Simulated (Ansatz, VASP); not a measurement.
One calculation of WC, two programs

INCAR

```
SYSTEM = WC
PREC = Accurate ; ENCUT = 520
EDIFF = 1E-8 ; ISMEAR = -1
SIGMA = 0.05 ; LREAL = .False.
LASPH = .True. ; NELM = 80
ALGO = Normal ; ISIF = 2
LWAVE = .False. ; LCHARG = .False.
GGA = PS ; LEFG = .True.
NBANDS = 16
```

File KPOINTS:

```
regular mesh
0
Gamma
  14 14 13
  0 0 0
```

The input POSCAR:

```
WC
1.0
    2.8412909150      0.0000000000      0.0000000000
   -1.4206454575      2.4606301120      0.0000000000
    0.0000000000      0.0000000000      2.7712491016
W C
1 1
Direct
    0.0000000000      0.0000000000      0.0000000000
    0.6666666667      0.3333333333      0.5000000000
```

Input for Ansatz:

```yaml
crystal:
  lattice:
    - [2.841290915, 0.0, 0.0]
    - [-1.4206454575, 2.460630112, 0.0]
    - [0.0, 0.0, 2.7712491016]
  atoms:
    - { symbol: W, position: [0.0, 0.0, 0.0] }
    - { symbol: C, position: [0.6666666667, 0.3333333333, 0.5] }
kpoints:
  mp_grid: { grid: [14, 14, 13] }
scf:
  occupations: { method: fermi_dirac, width: 0.05 }
hamiltonian:
  xc: pbesol
  pseudopotentials: { kind: all_electron, datasets: crystal }
output:
  forces: true
  stress: true
  eigenvalues: true
  efg: { contact_densities: true }
```

Change from the starting cell: volume scaled by 0.94, crystal datasets.

Alike in both runs: task electric field gradients; functional PBEsol; k mesh 14 × 14 × 13; occupations fermi-dirac, width 0.05 eV; no spin polarisation.

|  | VASP | Ansatz |
| --- | --- | --- |
| version | VASP 6.6.1 | Ansatz 0.2.0 |
| potentials or method | VASP PAW PBE potentials, release 64 (W_sv, C), cutoff 520 eV | all-electron PAW with datasets made for the crystal, scalar-relativistic |

VASP gave:

```
pressure (GPa)                                                : 29.7
traceless stress, the component that is largest in VASP (GPa) : 3.32
size of Vzz on the site where it differs most (V/Å²)          : 169.0
```

Problem. What did Ansatz give for the same quantities?

Solution. Pressure (GPa): 27.9; traceless stress, the component that is largest in VASP (GPa): 2.98; size of Vzz on the site where it differs most (V/Å²): 157.5.

VASP's potentials were made for PBE, not for PBEsol. Ansatz ran all-electron here, and VASP with PAW potentials.

Spin-orbit coupling is off throughout.
